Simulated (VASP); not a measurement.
Set up this calculation in VASP 6.6.1, as the native input.

```
Task                   : electric field gradients
Functional             : LDA
Potentials or basis    : VASP PAW LDA potentials, release 64 (B, P)
Cutoff                 : 520 eV
k mesh                 : 12 × 12 × 12
Occupations            : fermi-dirac, width 0.08 eV
Spin                   : no spin polarisation
Dipole correction      : no
Further INCAR settings : ALGO = Normal; EDIFF = 1e-08; NBANDS = 11
```

The structure of BP lies in POSCAR:

```
BP
1.0
    0.0000000000      2.2840269280      2.2840269280
    2.2840269280      0.0000000000      2.2840269280
    2.2840269280      2.2840269280      0.0000000000
B P
1 1
Direct
    0.0000000000      0.0000000000      0.0000000000
    0.7500000000      0.7500000000      0.7500000000
```

This cell differs from its parent crystal: volume scaled by 1.02.

One way to write it, as run:

INCAR

```
PREC     = Accurate       # precision mode
ENCUT    = 520            # plane-wave cutoff, eV
EDIFF    = 1E-8           # SCF threshold, eV
ISMEAR   = -1             # smearing method
SIGMA    = 0.08           # smearing width, eV
LREAL    = False          # projectors in reciprocal space
LASPH    = True           # aspherical terms in the spheres
NELM     = 80             # most SCF steps
ALGO     = Normal         # electronic algorithm
ISIF     = 2              # what is computed and relaxed
LWAVE    = False          # write WAVECAR
LCHARG   = False          # write CHGCAR
LEFG     = True         
NBANDS   = 11             # bands
```

KPOINTS

```
regular mesh
0
Gamma
  12 12 12
```

Potentials or basis: VASP PAW LDA potentials, release 64 (B, P).

Launch:

```sh
$ cat potpaw_LDA.64/B/POTCAR potpaw_LDA.64/P/POTCAR > POTCAR
$ mpirun -np 1 vasp_std > vasp.out
```

Results of the run:

```yaml
Pressure: -8.3 GPa
Band_gap_on_the_k_mesh: 1.21 eV, indirect (least direct gap 3.35 eV)
```

Caveat: without QUAD_EFG the Cq values of the log hold for a quadrupole moment of 1 mb, not for the nuclei.

It used 9.6 s of CPU time on 1 thread of Intel Xeon 6975P-C, with other jobs on the host.
